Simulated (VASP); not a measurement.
# WS2 (C2/m) in VASP: notebook

WS2 is run at these levels: PBE+D3(BJ); tasks: single point.

Program: VASP 6.6.1. These are calculated values, not measurements. Logs are shortened: lines on timing, memory, paths and dates and some standing lists are left out, and cuts for length are marked.

**1. The cell of the first run**

It takes space group C2/m (No. 12, monoclinic). Conventional cell: a = 5.464 Å, b = 3.154 Å, c = 12.142 Å, α = 90.00°, β = 92.15°, γ = 90.00°. W (site symmetry m) has 6 S at 2.36 to 2.45 Å and 6 W at 3.15 Å within 3.2 Å. Within 3.2 Å of S (site symmetry m) lie 3 W at 2.39 to 2.45 Å and 7 S at 3.15 Å. Within 3.2 Å of S (site symmetry m) lie 3 W at 2.36 to 2.43 Å and 7 S at 3.15 Å.

**2. Single point, PBE+D3(BJ) (strain +0.0375 x Voigt [0, 0, 0, 1, 0, 0])**

File INCAR:

```
PREC = Accurate ; ENCUT = 520
EDIFF = 1E-7 ; ISMEAR = 0
SIGMA = 0.05 ; LREAL = False
LASPH = True ; NELM = 60
ALGO = Normal ; ISIF = 2
LWAVE = False ; LCHARG = False
GGA = PE ; IVDW = 12
NBANDS = 35
```

File KPOINTS:

```
regular mesh
0
Gamma
  12 12 4
```

File POSCAR:

```
WS2
1.0
    3.1542063626      0.0000000000      0.0000000000
   -1.5771031813      2.7316228388      0.0512179282
    0.0000000000      0.2276232137     12.1399047294
W S
2 4
Direct
    0.3333333333      0.6666666667      0.2500000000
    0.6666666667      0.3333333333      0.7500000000
    0.3333333333      0.6666666667      0.6202873801
    0.6666666667      0.3333333333      0.1202873801
    0.3333333333      0.6666666667      0.8797126199
    0.6666666667      0.3333333333      0.3797126199
```

Potentials or basis: VASP PAW PBE potentials, release 64 (W_sv, S).

On the command line:

```
> cat potpaw_PBE.64/W_sv/POTCAR potpaw_PBE.64/S/POTCAR > POTCAR
> mpirun -np 1 vasp_std > vasp.out
```

OUTCAR:

```text
PREC = Accurate
   ENCUT = 520
   EDIFF = 1E-7
   ISMEAR = 0
   LREAL = False
   LASPH = True
   NELM = 60
   ISIF = 2
   GGA = PE
   IVDW = 12
 IVDW          = 12

 ion  position               nearest neighbor table
   1  0.333  0.667  0.250-   4 2.36   6 2.39   6 2.39   4 2.43   4 2.43   6 2.45
   2  0.667  0.333  0.750-   5 2.36   3 2.39   3 2.39   5 2.43   5 2.43   3 2.45
   3  0.333  0.667  0.620-   2 2.39   2 2.39   2 2.45
   4  0.667  0.333  0.120-   1 2.36   1 2.43   1 2.43
   5  0.333  0.667  0.880-   2 2.36   2 2.43   2 2.43
   6  0.667  0.333  0.380-   1 2.39   1 2.39   1 2.45

  LATTYP: Found a base centered monoclinic cell.
 ALAT       =     5.4642059294
 B/A-ratio  =     0.5772488086
 C/A-ratio  =     2.2221048523
 COS(beta)  =    -0.0374868210

  Lattice vectors:

 A1 = (  -1.5771031813,  -2.7316228388,  -0.0512179282)
 A2 = (   1.5771031813,  -2.7316228388,  -0.0512179282)
 A3 = (   0.0000000000,   0.2276232137,  12.1399047294)

Analysis of symmetry for initial positions (statically):
=====================================================================
 Subroutine PRICEL returns:
 Original cell was already a primitive cell.

 Routine SETGRP: Setting up the symmetry group for a
 base centered monoclinic supercell.

 Subroutine GETGRP returns: Found  4 space group operations
 (whereof  4 operations were pure point group operations)
 out of a pool of  4 trial point group operations.

The static configuration has the point symmetry C_2h.

Analysis of symmetry for dynamics (positions and initial velocities):
=====================================================================
 Subroutine PRICEL returns:
 Original cell was already a primitive cell.

 Routine SETGRP: Setting up the symmetry group for a
 base centered monoclinic supercell.

 Subroutine GETGRP returns: Found  4 space group operations
 (whereof  4 operations were pure point group operations)
 out of a pool of  4 trial point group operations.

The dynamic configuration has the point symmetry C_2h.

 Subroutine INISYM returns: Found  4 space group operations
 (whereof  4 operations are pure point group operations),
 and found     1 'primitive' translations

----------------------------------------------------------------------------------------

                                     Primitive cell

  volume of cell :     104.5619

  direct lattice vectors                    reciprocal lattice vectors
     3.154206363  0.000000000  0.000000000     0.317036961  0.183105748 -0.003433233
    -1.577103181  2.731622839  0.051217928     0.000000000  0.366211496 -0.006866466
     0.000000000  0.227623214 12.139904729     0.000000000 -0.001545036  0.082401939

  length of vectors
     3.154206363  3.154622173 12.142038510     0.366131038  0.366275863  0.082416422

  position of ions in fractional coordinates (direct lattice)
     0.333333333  0.666666667  0.250000000
     0.666666667  0.333333333  0.750000000
     0.333333333  0.666666667  0.620287380
     0.666666667  0.333333333  0.120287380
     0.333333333  0.666666667  0.879712620
     0.666666667  0.333333333  0.379712620

  ion indices of the primitive-cell ions
   primitive index   ion index
                 1           1
                 2           2
                 3           3
                 4           4
                 5           5
                 6           6

----------------------------------------------------------------------------------------

 KPOINTS: regular mesh

Automatic generation of k-mesh.
 Grid dimensions read from file:
 generate k-points for:   12   12    4

 Generating k-lattice:

  Cartesian coordinates                     Fractional coordinates (reciprocal lattice)
     0.026419747  0.015258812 -0.000286103     0.083333333  0.000000000  0.000000000
     0.000000000  0.030517625 -0.000572205     0.000000000  0.083333333  0.000000000
     0.000000000 -0.000386259  0.020600485     0.000000000  0.000000000  0.250000000

  Length of vectors
     0.030510920  0.030522989  0.020604106

  Shift w.r.t. Gamma in fractional coordinates (k-lattice)
     0.000000000  0.000000000  0.000000000

 Subroutine IBZKPT returns following result:
 ===========================================

 Found    164 irreducible k-points:

 Following reciprocal coordinates:
            Coordinates               Weight
  0.000000  0.000000  0.000000      1.000000
  0.083333  0.000000 -0.000000      4.000000
  0.166667  0.000000  0.000000      4.000000
  0.250000  0.000000  0.000000      4.000000
  0.333333  0.000000 -0.000000      4.000000
  0.416667 -0.000000  0.000000      4.000000
[... 16 lines left out ...]
  0.333333  0.166667  0.000000      4.000000
  0.416667  0.166667 -0.000000      4.000000
 [... further k-points ...]
   k-points           NKPTS =    164   k-points in BZ     NKDIM =    164   number of bands    NBANDS=     35
   number of dos      NEDOS =    301   number of ions     NIONS =      6
   total plane-waves  NPLWV =  51840
   dimension x,y,z NGX =    24 NGY =   24 NGZ =   90
   dimension x,y,z NGXF=    48 NGYF=   48 NGZF=  180
   ions per type =               2   4
   NGX,Y,Z   is equivalent  to a cutoff of  12.65, 12.65, 12.32 a.u.
   NGXF,Y,Z  is equivalent  to a cutoff of  25.30, 25.30, 24.65 a.u.
 SYSTEM =  unknown system
   PREC   = accura    normal or accurate (medium, high low for compatibility)
   ISTART =      0    job   : 0-new  1-cont  2-samecut
   ICHARG =      2    charge: 1-file 2-atom 10-const
   ISPIN  =      1    spin polarized calculation?
   LNONCOLLINEAR =      F non collinear calculations
   LSORBIT =      F    spin-orbit coupling
   LASPH  =      T    aspherical Exc in radial PAW
   ENCUT  =  520.0 eV  38.22 Ry    6.18 a.u.   5.86  5.87 22.58*2*pi/ulx,y,z
   NELM   =     60;   NELMIN=  2; NELMDL= -5     # of ELM steps
   EDIFF  = 0.1E-06   stopping-criterion for ELM
   LREAL  =      F    real-space projection
   EDIFFG = 0.1E-05   stopping-criterion for IOM
   NSW    =      0    number of steps for IOM
   IBRION =     -1    ionic relax: 0-MD 1-quasi-New 2-CG
   NFREE  =      0    steps in history (QN), initial steepest desc. (CG)
   ISIF   =      2    stress and relaxation
   ISYM   =      2    0-nonsym 1-usesym 2-fastsym
   POTIM  = 0.5000    time-step for ionic-motion
   TEBEG  =    0.0;   TEEND  =   0.0 temperature during run
   PSTRESS=    0.0 pullay stress
   NELECT =      52.0000    total number of electrons
   NUPDOWN=      -1.0000    fix difference up-down
   EMIN   =  10.00;   EMAX   =-10.00  energy-range for DOS
   EFERMI =   0.00;   METHOD = LEGACY
   ISMEAR =     0;   SIGMA  =   0.05  broadening in eV -4-tet -1-fermi 0-gaus
   EFERMI_NEDOS =   21; number of points for ismear=-14 and -15
   IALGO  =     38    algorithm
   IMIX   =      4    mixing-type and parameters
     AMIX     =   0.40;   BMIX     =  1.00
     AMIX_MAG =   1.60;   BMIX_MAG =  1.00
  volume/ion in A,a.u.               =      17.43       117.60
  Fermi-wavevector in a.u.,A,eV,Ry     =   1.297034  2.451040 22.889055  1.682298
  Thomas-Fermi vector in A             =   2.428453
   LORBIT       =      0    0 simple, 1 ext, 2 COOP (PROOUT), +10 PAW based schemes
   GGA     = PE    functional components
   LHFCALC =     F    Hartree Fock is set to
   AEXX    =    0.0000 exact exchange contribution
   IVDW    =    12    specifies the selected vdW correction
   LEPSILON=     F    determine dielectric tensor
   LRPA    =     F    only Hartree local field effects (RPA)
 non-spin polarized calculation
 Gauss-broadening in eV      SIGMA  =   0.05
  energy-cutoff  :      520.00
  volume of cell :      104.56
 maximum number of plane-waves:      2836
   NGX = 11   NGY = 11   NGZ = 45

 number of electron      51.9999993 magnetization

 Free energy of the ion-electron system (eV)
  ---------------------------------------------------
  ext. energy  EPLUGINS =         0.00000000
  ---------------------------------------------------
  free energy    TOTEN  =       -47.11445754 eV

  energy without entropy =      -47.11445754  energy(sigma->0) =      -47.11445754

 E-fermi :   7.9662     XC(G=0): -11.0797

 val. band max:        7.7471972874   @ k =   0.0000   0.0000   0.0000
 cond. band min:       8.6425484186   @ k =   0.1667   0.1667   0.0000
 fundamental gap:      0.8953511312
 Fermi energy:         7.9662007018

 k-point     1 :       0.0000    0.0000    0.0000
  band No.  band energies     occupation
      1     -66.9121      2.00000
      2     -66.9121      2.00000
      3     -31.1713      2.00000
      4     -31.1712      2.00000
      5     -30.9942      2.00000
      6     -30.9942      2.00000
[... 27 lines left out ...]
     34      10.2996      0.00000
     35      12.5205      0.00000

 k-point     2 :       0.0833    0.0000   -0.0000
  band No.  band energies     occupation
      1     -66.9108      2.00000
      2     -66.9108      2.00000
      3     -31.1668      2.00000
      4     -31.1667      2.00000
      5     -31.0183      2.00000
      6     -31.0183      2.00000
[... 27 lines left out ...]
     34      10.2995      0.00000
     35      13.0607      0.00000

 k-point     3 :       0.1667    0.0000    0.0000
  band No.  band energies     occupation
      1     -66.9073      2.00000
      2     -66.9073      2.00000
      3     -31.1544      2.00000
      4     -31.1544      2.00000
      5     -31.0861      2.00000
      6     -31.0861      2.00000
[... 27 lines left out ...]
     34      10.7829      0.00000
     35      14.1447      0.00000
[... 723 lines left out ...]
 k-point    23 :       0.3333    0.1667    0.0000
  band No.  band energies     occupation
      1     -66.8931      2.00000
      2     -66.8931      2.00000
      3     -31.3112      2.00000
      4     -31.3112      2.00000
      5     -31.1268      2.00000
      6     -31.1268      2.00000
[... 27 lines left out ...]
     34      12.5068      0.00000
     35      13.0327      0.00000

 k-point    24 :       0.4167    0.1667   -0.0000
  band No.  band energies     occupation
      1     -66.8920      2.00000
      2     -66.8920      2.00000
      3     -31.3268      2.00000
      4     -31.3268      2.00000
      5     -31.1368      2.00000
      6     -31.1368      2.00000
[... 27 lines left out ...]
     34      12.4636      0.00000
     35      12.8546      0.00000

 [... further k-points ...]

------------------------ aborting loop because EDIFF is reached ----------------------------------------

 Edisp (eV)   -2.61188

 E8    (eV) :    -1.0977

  FORCE on cell =-STRESS in cart. coord.  units (eV):
  Direction    XX          YY          ZZ          XY          YZ          ZX
  --------------------------------------------------------------------------------------
  -------------------------------------------------------------------------------------
  Total       0.08799     0.21699     0.23555     0.00000    -3.92379     0.00000
  in kB       1.34831     3.32492     3.60935     0.00000   -60.12338     0.00000
  external pressure =        2.76 kB  Pullay stress =        0.00 kB

 VOLUME and BASIS-vectors are now :
 -----------------------------------------------------------------------------
  energy-cutoff  :      520.00
  volume of cell :      104.56
      direct lattice vectors                 reciprocal lattice vectors
     3.154206363  0.000000000  0.000000000     0.317036961  0.183105748 -0.003433233
    -1.577103181  2.731622839  0.051217928     0.000000000  0.366211496 -0.006866466
     0.000000000  0.227623214 12.139904729     0.000000000 -0.001545036  0.082401939

 POSITION                                       TOTAL-FORCE (eV/Angst)
 -----------------------------------------------------------------------------------
     -0.00000      1.87799      3.06912         0.000000     -0.055798      0.002270
      1.57710      1.08126      9.12200        -0.000000      0.055798     -0.002270
     -0.00000      1.96227      7.56437         0.000000      0.540945     -0.044584
      1.57710      0.93792      1.47735        -0.000000      0.602428     -0.047351
     -0.00000      2.02132     10.71377         0.000000     -0.602428      0.047351
      1.57710      0.99697      4.62675         0.000000     -0.540945      0.044584
 -----------------------------------------------------------------------------------
    total drift:                                0.000000      0.000000     -0.000000

  FREE ENERGIE OF THE ION-ELECTRON SYSTEM (eV)
  ---------------------------------------------------
  free  energy   TOTEN  =       -49.7263346080 eV

  energy  without entropy=      -49.7263346080  energy(sigma->0) =      -49.72633461
```

Run time: 13 min. Hardware: 1 thread of AMD EPYC 7R13, shared host; peak memory 0.57 GiB.

What came out:

| Item | Value |
| --- | --- |
| Free energy | -49.7263 eV |
| Pressure | 0.3 GPa |
| Largest force | 0.604 eV/Å |
| Band gap on the k mesh | 0.90 eV (least direct gap 1.82 eV) |
| Dispersion energy per atom | -0.435 eV |

Forces on the atoms (eV/Å):
```
W    0.000 -0.056  0.002
W    0.000  0.056 -0.002
S    0.000  0.541 -0.045
S    0.000  0.602 -0.047
S    0.000 -0.602  0.047
S    0.000 -0.541  0.045
```

Stress tensor (GPa, compression positive):
```
 0.13  0.00  0.00
 0.00  0.33 -6.01
 0.00 -6.01  0.36
```

Caveat: the cell differs from its parent crystal (strain +0.0375 x Voigt [0, 0, 0, 1, 0, 0]); spin-orbit coupling is left out, which moves the levels of the heavy elements. A k mesh can miss the band edges.

**3. Single point, PBE+D3(BJ) (strain -0.0600 x Voigt [0, 0, 0, 1, 0, 0])**

File INCAR:

```
ALGO     = Normal         # electronic algorithm
EDIFF    = 1E-6           # SCF threshold, eV
ENCUT    = 520            # plane-wave cutoff, eV
GGA      = PE             # functional
ISIF     = 2              # what is computed and relaxed
ISMEAR   = 0              # smearing method
IVDW     = 12             # dispersion correction
LASPH    = T              # aspherical terms in the spheres
LCHARG   = F              # write CHGCAR
LREAL    = F              # projectors in reciprocal space
LWAVE    = F              # write WAVECAR
NBANDS   = 35             # bands
NELM     = 60             # most SCF steps
PREC     = Accurate       # precision mode
SIGMA    = 0.05           # smearing width, eV
```

File KPOINTS:

```
k-points
0
Gamma
  12 12 4
```

POSCAR, as its differences from that of step 2:

```diff
@@ -3,4 +3,4 @@
     3.1542063626      0.0000000000      0.0000000000
-   -1.5771031813      2.7316228388      0.0512179282
-    0.0000000000      0.2276232137     12.1399047294
+   -1.5771031813      2.7316228388     -0.0819486852
+    0.0000000000     -0.3641971419     12.1399047294
 W S
```

Potentials or basis: VASP PAW PBE potentials, release 64 (W_sv, S).

On the command line:

```
> cat potpaw_PBE.64/W_sv/POTCAR potpaw_PBE.64/S/POTCAR > POTCAR
> mpirun -np 1 vasp_std > vasp.out
```

It took 19 min on 1 thread of Intel Xeon 8259CL, shared host; peak memory 0.56 GiB.

Results (log left out):

```
Free energy                : -49.6112 eV
Pressure                   : 0.8 GPa
Largest force              : 1.004 eV/Å
Band gap on the k mesh     : 0.88 eV (least direct gap 1.80 eV)
Dispersion energy per atom : -0.436 eV
```

Forces in eV/Å, atoms in the order of the input:
```
W    0.000 -0.143 -0.009
W    0.000  0.143  0.009
S    0.000 -0.997 -0.120
S    0.000 -0.839 -0.108
S    0.000  0.839  0.108
S    0.000  0.997  0.120
```

Stress tensor (GPa, compression positive):
```
0.42 0.00 0.00
0.00 0.93 9.63
0.00 9.63 0.99
```

Levels at points of the mesh, in eV from the valence-band top:
```tsv
k point	band 22	band 23	band 24	band 25	band 26	band 27	band 28	band 29	band 30	band 31
(0.00, 0.00, 0.00)	-2.26	-2.25	-1.42	-1.24	0.00	1.98	2.02	2.11	2.15	2.44
(0.50, 0.00, 0.00)	-2.87	-2.04	-1.80	-1.78	-1.53	2.24	2.29	2.50	2.81	3.04
(0.00, 0.50, 0.00)	-2.93	-2.05	-1.80	-1.79	-1.46	2.24	2.29	2.51	2.81	3.02
(0.00, 0.00, 0.50)	-2.28	-2.28	-2.27	-0.31	-0.30	1.98	2.02	2.12	2.17	2.48
(0.50, 0.00, 0.50)	-2.93	-1.93	-1.92	-1.72	-1.56	2.25	2.26	2.68	2.71	3.29
(0.00, 0.50, 0.50)	-2.88	-1.94	-1.91	-1.78	-1.47	2.26	2.26	2.67	2.73	3.18
```

Caveat: the cell differs from its parent crystal (strain -0.0600 x Voigt [0, 0, 0, 1, 0, 0]); spin-orbit coupling is left out, which moves the levels of the heavy elements; forces of over 1 eV/Å act on the atoms, so gaps and moduli don't describe the material at rest. A k mesh can miss the band edges.
